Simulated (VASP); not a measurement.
# Al (P6_3/mmc) in VASP: notebook

Al is run at these levels: PBEsol; tasks: single point.

Everything below comes from runs of VASP 6.6.1. Logs are shortened: lines on timing, memory, paths and dates and some standing lists are left out, and cuts for length are marked.

## (1) The cell of the first run

The structure is hexagonal, space group P6_3/mmc (No. 194). The conventional cell has a = 2.857 Å, b = 2.857 Å, c = 4.610 Å, α = 90.00°, β = 90.00°, γ = 120.00°. Within 3.7 Å of Al (site symmetry -6m2) lie 12 Al at 2.83 to 2.86 Å.

## (2) Single point, PBEsol

Input file INCAR:

```
ALGO = Normal
EDIFF = 1E-6
ENCUT = 520
GGA = PS
ISIF = 2
ISMEAR = -1
LASPH = True
LCHARG = True
LELF = True
LREAL = False
LVHAR = True
LWAVE = False
NBANDS = 10
NELM = 100
PREC = Accurate
SIGMA = 0.1
```

Input file KPOINTS:

```
k-points
0
Gamma
  13 13 7
```

Input file POSCAR:

```
Al
1.0
    2.8574816429      0.0000000000      0.0000000000
   -1.4287408215      2.4746516936      0.0000000000
    0.0000000000      0.0000000000      4.6103767047
Al
2
Direct
    0.3333333333      0.6666666667      0.2500000000
    0.6666666667      0.3333333333      0.7500000000
```

Potentials or basis: VASP PAW PBE potentials, release 64 (Al).

Launch:

```sh
$ cat potpaw_PBE.64/Al/POTCAR > POTCAR
$ mpirun -np 1 vasp_std > vasp.out
```

OUTCAR:

```text
EDIFF = 1E-6
   ENCUT = 520
   GGA = PS
   ISIF = 2
   ISMEAR = -1
   LASPH = True
   LREAL = False
   NELM = 100
   PREC = Accurate

 ion  position               nearest neighbor table
   1  0.333  0.667  0.250-   2 2.83   2 2.83   2 2.83   2 2.83   2 2.83   2 2.83
   2  0.667  0.333  0.750-   1 2.83   1 2.83   1 2.83   1 2.83   1 2.83   1 2.83

  LATTYP: Found a hexagonal cell.
 ALAT       =     2.8574816429
 C/A-ratio  =     1.6134405329

  Lattice vectors:

 A1 = (   2.8574816429,   0.0000000000,   0.0000000000)
 A2 = (  -1.4287408215,   2.4746516936,   0.0000000000)
 A3 = (   0.0000000000,   0.0000000000,   4.6103767047)

Analysis of symmetry for initial positions (statically):
=====================================================================
 Subroutine PRICEL returns:
 Original cell was already a primitive cell.

 Routine SETGRP: Setting up the symmetry group for a
 hexagonal supercell.

 Subroutine GETGRP returns: Found 24 space group operations
 (whereof 12 operations were pure point group operations)
 out of a pool of 24 trial point group operations.

The static configuration has the point symmetry D_3d.
 The point group associated with its full space group is D_6h.

Analysis of symmetry for dynamics (positions and initial velocities):
=====================================================================
 Subroutine PRICEL returns:
 Original cell was already a primitive cell.

 Routine SETGRP: Setting up the symmetry group for a
 hexagonal supercell.

 Subroutine GETGRP returns: Found 24 space group operations
 (whereof 12 operations were pure point group operations)
 out of a pool of 24 trial point group operations.

The dynamic configuration has the point symmetry D_3d.
 The point group associated with its full space group is D_6h.

 Subroutine INISYM returns: Found 24 space group operations
 (whereof 12 operations are pure point group operations),
 and found     1 'primitive' translations

----------------------------------------------------------------------------------------

                                     Primitive cell

  volume of cell :      32.6012

  direct lattice vectors                    reciprocal lattice vectors
     2.857481643  0.000000000  0.000000000     0.349958504  0.202048636  0.000000000
    -1.428740821  2.474651694  0.000000000     0.000000000  0.404097273  0.000000000
     0.000000000  0.000000000  4.610376705     0.000000000  0.000000000  0.216902016

  length of vectors
     2.857481643  2.857481643  4.610376705     0.404097273  0.404097273  0.216902016

  position of ions in fractional coordinates (direct lattice)
     0.333333333  0.666666667  0.250000000
     0.666666667  0.333333333  0.750000000

  ion indices of the primitive-cell ions
   primitive index   ion index
                 1           1
                 2           2

----------------------------------------------------------------------------------------

 KPOINTS: k-points

Automatic generation of k-mesh.
 Grid dimensions read from file:
 generate k-points for:   13   13    7

 Generating k-lattice:

  Cartesian coordinates                     Fractional coordinates (reciprocal lattice)
     0.026919885  0.015542203  0.000000000     0.076923077  0.000000000  0.000000000
     0.000000000  0.031084406  0.000000000     0.000000000  0.076923077  0.000000000
     0.000000000  0.000000000  0.030986002     0.000000000  0.000000000  0.142857143

  Length of vectors
     0.031084406  0.031084406  0.030986002

  Shift w.r.t. Gamma in fractional coordinates (k-lattice)
     0.000000000  0.000000000  0.000000000

 Subroutine IBZKPT returns following result:
 ===========================================

 Found     84 irreducible k-points:

 Following reciprocal coordinates:
            Coordinates               Weight
  0.000000  0.000000  0.000000      1.000000
  0.076923 -0.000000  0.000000      6.000000
  0.153846  0.000000  0.000000      6.000000
  0.230769  0.000000  0.000000      6.000000
  0.307692  0.000000  0.000000      6.000000
  0.384615 -0.000000  0.000000      6.000000
[... 16 lines left out ...]
  0.076923 -0.000000  0.142857     12.000000
  0.153846  0.000000  0.142857     12.000000
 [... further k-points ...]
   k-points           NKPTS =     84   k-points in BZ     NKDIM =     84   number of bands    NBANDS=     10
   number of dos      NEDOS =    301   number of ions     NIONS =      2
   total plane-waves  NPLWV =  20736
   dimension x,y,z NGX =    24 NGY =   24 NGZ =   36
   dimension x,y,z NGXF=    48 NGYF=   48 NGZF=   72
   ions per type =               2
   NGX,Y,Z   is equivalent  to a cutoff of  13.96, 13.96, 12.98 a.u.
   NGXF,Y,Z  is equivalent  to a cutoff of  27.93, 27.93, 25.96 a.u.
 SYSTEM =  unknown system
   PREC   = accura    normal or accurate (medium, high low for compatibility)
   ISTART =      0    job   : 0-new  1-cont  2-samecut
   ICHARG =      2    charge: 1-file 2-atom 10-const
   ISPIN  =      1    spin polarized calculation?
   LNONCOLLINEAR =      F non collinear calculations
   LSORBIT =      F    spin-orbit coupling
   LASPH  =      T    aspherical Exc in radial PAW
   ENCUT  =  520.0 eV  38.22 Ry    6.18 a.u.   5.31  5.31  8.57*2*pi/ulx,y,z
   NELM   =    100;   NELMIN=  2; NELMDL= -5     # of ELM steps
   EDIFF  = 0.1E-05   stopping-criterion for ELM
   LREAL  =      F    real-space projection
   EDIFFG = 0.1E-04   stopping-criterion for IOM
   NSW    =      0    number of steps for IOM
   IBRION =     -1    ionic relax: 0-MD 1-quasi-New 2-CG
   NFREE  =      0    steps in history (QN), initial steepest desc. (CG)
   ISIF   =      2    stress and relaxation
   ISYM   =      2    0-nonsym 1-usesym 2-fastsym
   POTIM  = 0.5000    time-step for ionic-motion
   TEBEG  =    0.0;   TEEND  =   0.0 temperature during run
   PSTRESS=    0.0 pullay stress
   NELECT =       6.0000    total number of electrons
   NUPDOWN=      -1.0000    fix difference up-down
   EMIN   =  10.00;   EMAX   =-10.00  energy-range for DOS
   EFERMI =   0.00;   METHOD = LEGACY
   ISMEAR =    -1;   SIGMA  =   0.10  broadening in eV -4-tet -1-fermi 0-gaus
   EFERMI_NEDOS =   21; number of points for ismear=-14 and -15
   IALGO  =     38    algorithm
   IMIX   =      4    mixing-type and parameters
     AMIX     =   0.40;   BMIX     =  1.00
     AMIX_MAG =   1.60;   BMIX_MAG =  1.00
  volume/ion in A,a.u.               =      16.30       110.00
  Fermi-wavevector in a.u.,A,eV,Ry     =   0.931209  1.759730 11.798300  0.867151
  Thomas-Fermi vector in A             =   2.057679
   LORBIT       =      0    0 simple, 1 ext, 2 COOP (PROOUT), +10 PAW based schemes
   GGA     = PS    functional components
   LHFCALC =     F    Hartree Fock is set to
   AEXX    =    0.0000 exact exchange contribution
   IVDW    =     0    specifies the selected vdW correction
   LEPSILON=     F    determine dielectric tensor
   LRPA    =     F    only Hartree local field effects (RPA)
 non-spin polarized calculation
  energy-cutoff  :      520.00
  volume of cell :       32.60
 maximum number of plane-waves:       899
 NGX is ok and might be reduce to    24
   NGX = 11   NGY = 11   NGZ = 17

 number of electron       6.0000000 magnetization

 Free energy of the ion-electron system (eV)
  ---------------------------------------------------
  ext. energy  EPLUGINS =         0.00000000
  ---------------------------------------------------
  free energy    TOTEN  =        -8.13498531 eV

  energy without entropy =       -8.11108044  energy(sigma->0) =       -8.12303288

 E-fermi :   8.0786     XC(G=0): -10.3024

 val. band max:        8.0773899922   @ k =   0.3846   0.2308   0.2857
 cond. band min:       8.0862516851   @ k =   0.0769  -0.0000   0.2857
 fundamental gap:      0.0088616929
 Fermi energy:         8.0785869314

 k-point     1 :       0.0000    0.0000    0.0000
  band No.  band energies     occupation
      1      -3.1397      2.00000
      2       3.5023      2.00000
      3       3.8303      2.00000
      4      18.5316      0.00000
      5      18.5316      0.00000
      6      18.9513      0.00000
      7      18.9513      0.00000
      8      20.3514      0.00000
      9      22.0243      0.00000
     10      22.8872      0.00000

 k-point     2 :       0.0769   -0.0000    0.0000
  band No.  band energies     occupation
      1      -2.9968      2.00000
      2       3.6346      2.00000
      3       3.9696      2.00000
      4      16.2231      0.00000
      5      17.2544      0.00000
      6      18.5871      0.00000
      7      20.4728      0.00000
      8      21.2442      0.00000
      9      21.9752      0.00000
     10      22.3107      0.00000

 k-point     3 :       0.1538    0.0000    0.0000
  band No.  band energies     occupation
      1      -2.5691      2.00000
      2       4.0312      2.00000
      3       4.3842      2.00000
      4      13.3748      0.00000
      5      16.0362      0.00000
      6      17.3950      0.00000
      7      19.3940      0.00000
      8      19.7224      0.00000
      9      21.7351      0.00000
     10      22.1398      0.00000

 k-point     4 :       0.2308    0.0000    0.0000
  band No.  band energies     occupation
      1      -1.8592      2.00000
      2       4.6922      2.00000
      3       5.0605      2.00000
      4      10.6699      0.00000
      5      15.0612      0.00000
      6      16.0211      0.00000
      7      16.7492      0.00000
      8      17.7487      0.00000
      9      20.9055      0.00000
     10      21.1181      0.00000

 k-point     5 :       0.3077    0.0000    0.0000
  band No.  band energies     occupation
      1      -0.8716      2.00000
      2       5.6164      2.00000
      3       5.9286      2.00000
      4       8.2453      0.31775
      5      14.2821      0.00000
      6      14.2823      0.00000
      7      14.3312      0.00000
      8      16.4338      0.00000
      9      20.2641      0.00000
     10      20.3232      0.00000

 k-point     6 :       0.3846   -0.0000    0.0000
  band No.  band energies     occupation
      1       0.3871      2.00000
      2       5.5940      2.00000
      3       6.7985      1.99999
      4       7.5056      1.99353
      5      12.0551      0.00000
      6      12.3627      0.00000
      7      13.8453      0.00000
      8      15.7169      0.00000
      9      19.7846      0.00000
     10      19.8371      0.00000
[... 183 lines left out ...]
 k-point    21 :       0.3077    0.3077    0.0000
  band No.  band energies     occupation
      1       3.5428      2.00000
      2       5.1923      2.00000
      3       5.4038      2.00000
      4       9.7181      0.00000
      5      10.3433      0.00000
      6      11.1258      0.00000
      7      12.2371      0.00000
      8      12.4670      0.00000
      9      12.9108      0.00000
     10      25.2061      0.00000

 k-point    22 :       0.0000    0.0000    0.1429
  band No.  band energies     occupation
      1      -2.9976      2.00000
      2       1.8838      2.00000
      3       5.6976      2.00000
      4      18.6423      0.00000
      5      18.6423      0.00000
      6      18.7539      0.00000
      7      19.0736      0.00000
      8      19.0736      0.00000
      9      22.1360      0.00000
     10      22.6921      0.00000

 k-point    23 :       0.0769   -0.0000    0.1429
  band No.  band energies     occupation
      1      -2.8549      2.00000
      2       2.0213      2.00000
      3       5.8309      2.00000
      4      16.3264      0.00000
      5      17.3734      0.00000
      6      18.3987      0.00000
      7      19.5735      0.00000
      8      20.5589      0.00000
      9      20.8096      0.00000
     10      21.6167      0.00000

 k-point    24 :       0.1538    0.0000    0.1429
  band No.  band energies     occupation
      1      -2.4276      2.00000
      2       2.4326      2.00000
      3       6.2281      2.00000
      4      13.4960      0.00000
      5      16.1567      0.00000
      6      17.2707      0.00000
      7      18.1512      0.00000
      8      19.9671      0.00000
      9      20.3727      0.00000
     10      21.2186      0.00000

 [... further k-points ...]
[... 5 lines left out ...]
  --------------------------------------------------------------------------------------
  -------------------------------------------------------------------------------------
  Total        0.0116916      0.0116916      0.0067295     -0.0000000     -0.0000000      0.0000000
  in kB        0.5745809      0.5745809      0.3307202     -0.0000000     -0.0000000      0.0000000
  external PRESSURE =       0.4932940 kB  Pullay stress =       0.0000000 kB

 VOLUME and BASIS-vectors are now :
 -----------------------------------------------------------------------------
  energy-cutoff  :      520.00
  volume of cell :       32.60
      direct lattice vectors                 reciprocal lattice vectors
     2.857481643  0.000000000  0.000000000     0.349958504  0.202048636  0.000000000
    -1.428740821  2.474651694  0.000000000     0.000000000  0.404097273  0.000000000
     0.000000000  0.000000000  4.610376705     0.000000000  0.000000000  0.216902016

 POSITION                                       TOTAL-FORCE (eV/Angst)
 -----------------------------------------------------------------------------------
     -0.00000      1.64977      1.15259        -0.000000     -0.000000      0.000000
      1.42874      0.82488      3.45778         0.000000      0.000000      0.000000
 -----------------------------------------------------------------------------------
    total drift:                               -0.000000      0.000000     -0.000000

  FREE ENERGIE OF THE ION-ELECTRON SYSTEM (eV)
  ---------------------------------------------------
  free  energy   TOTEN  =        -8.1349853091 eV

  energy  without entropy=       -8.1110804419  energy(sigma->0) =       -8.12303288
```

Wall time 16 s (1 thread of AMD EPYC 9R45 (Zen 5), shared host); peak memory 0.12 GiB.

Results:

```
Free energy            : -8.1350 eV
Pressure               : 0.0 GPa
Band gap on the k mesh : zero (band 3 reaches 11.50 eV, above the bottom of band 4 at 5.25 eV)
```

Levels at points of the mesh, in eV from the Fermi level:
```tsv
k point	band 1	band 2	band 3	band 4	band 5	band 6	band 7	band 8
(0.00, 0.00, 0.00)	-11.22	-4.58	-4.25	10.45	10.45	10.87	10.87	12.27
```

Caveat: the PAW data sets were made with another functional, which shifts forces and pressure a little.

(Continued in part 2 of 2.)
